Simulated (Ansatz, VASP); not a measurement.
# HfB2: VASP beside Ansatz

```xyz
3
Lattice="3.0716 0.0000 0.0000 -1.5358 2.6601 0.0000 0.0000 0.0000 3.4110" Properties=species:S:1:pos:R:3 pbc="T T T"
Hf    0.0000    0.0000    0.0000
B     0.0000    1.7734    1.7055
B     1.5358    0.8867    1.7055
```

Alike in both runs: functional r2SCAN; k mesh 12 × 12 × 10; occupations fermi-dirac, width 0.1 eV; no spin polarisation.

Ansatz relaxed the structure, and its values are those at the end. VASP's run is a single point on that final structure, the one shown.

|  | VASP | Ansatz |
| --- | --- | --- |
| version | VASP 6.6.1 | Ansatz 0.2.0 |
| potentials or method | VASP PAW PBE potentials, release 64 (Hf_pv, B), cutoff 520 eV | PAW plane waves |
| valence electrons in the cell | 16 | 32 |

|  | VASP | Ansatz | Ansatz less VASP |
| --- | --- | --- | --- |
| pressure (GPa) | 17.5 | 17.9 | +0.42 |

VASP's potentials were made for PBE, not for r2SCAN. With one functional, cell and mesh, what is left measures potentials, basis and numerics. VASP's potentials hold 16 valence electrons a cell and Ansatz's 32, so a difference there can come from the potentials and not from the codes. Ansatz's warnings: stress scf threshold loose.

Neither program's run includes spin-orbit coupling.
